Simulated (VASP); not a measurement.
Here is a VASP 6.6.1 calculation.

The input INCAR:

```
PREC = Accurate
ENCUT = 520
EDIFF = 1E-6
ISMEAR = 0
SIGMA = 0.05
LREAL = False
LASPH = True
NELM = 60
ALGO = Normal
ISIF = 2
LWAVE = False
LCHARG = False
GGA = CA
NBANDS = 10
```

File KPOINTS:

```
Automatic mesh
0
Gamma
  12 12 6
```

File POSCAR:

```
Al
1.0
    2.8855385998      0.0000000000      0.0000000000
   -1.4427693050      2.4989497309      0.0000000000
    0.0000000000      0.0000000000      4.9933178617
Al
2
Direct
    0.6666666667      0.3333333333      0.7500000000
    0.3333333333      0.6666666667      0.2500000000
```

Potentials or basis: VASP PAW LDA potentials, release 64 (Al).

Command:

```console
$ cat potpaw_LDA.64/Al/POTCAR > POTCAR
$ mpirun -np 1 vasp_std > vasp.out
```

Q: What does it give for the band gap on the k mesh?

A: Zero (band 3 reaches 10.46 eV, above the bottom of band 4 at 3.90 eV).

Q: Predict the pressure.

A: -7.3 GPa.

Stress tensor (GPa, compression positive):
```
-6.83  0.00  0.00
 0.00 -6.83  0.00
 0.00  0.00 -8.11
```
